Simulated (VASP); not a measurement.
Crystal: CoO.

```
Co O
1.0
     0.00000    2.13150    2.13150
     2.13150    0.00000    2.13150
     2.13150    2.13150    0.00000
Co O
1 1
Direct
  0.00000 0.00000 0.00000
  0.50000 0.50000 0.50000
```

Base run:

| Property | Result |
| --- | --- |
| Program | VASP 6.6.1 |
| Functional | PBE |
| Potentials or basis | VASP PAW PBE potentials, release 64 (Co, O) |
| Cutoff | 520 eV |
| k mesh | 9 × 9 × 9 |
| Occupations | fermi-dirac, width 0.02 eV |
| Spin | collinear spin, ferromagnetic start |
| Starting moments | [3.95, 0.0] μB |
| Fixed moment | 3.95 μB |
| Hubbard terms | Co d U = 4.8 eV |

Its results: pressure 18.4 GPa; net moment 3.95 μB per cell; site moments Co +3.23; O +0.53 μB.

After a change of settings the same cell gave: pressure -2.3 GPa; net moment 3.00 μB per cell; site moments Co +2.77; O +0.23 μB. Which change was it?
A. fixed moment from 3.95 μB to 2.82 μB; moments at the start from [3.95, 0.0] to [2.82, 0.0]
B. fixed moment from 3.95 μB to 1.69 μB; moments at the start from [3.95, 0.0] to [1.69, 0.0]
C. fixed moment from 3.95 μB to 1.13 μB; moments at the start from [3.95, 0.0] to [1.13, 0.0]
D. fixed moment from 3.95 μB to none; moments at the start from [3.95, 0.0] to [0.3, 0.0]

D.

Caveats: a cell with one magnetic atom can't hold antiferromagnetic order, which such compounds often take; the cell stands under pressure (at least some runs); the total moment is fixed, so each spin has its own Fermi level (at least some runs).
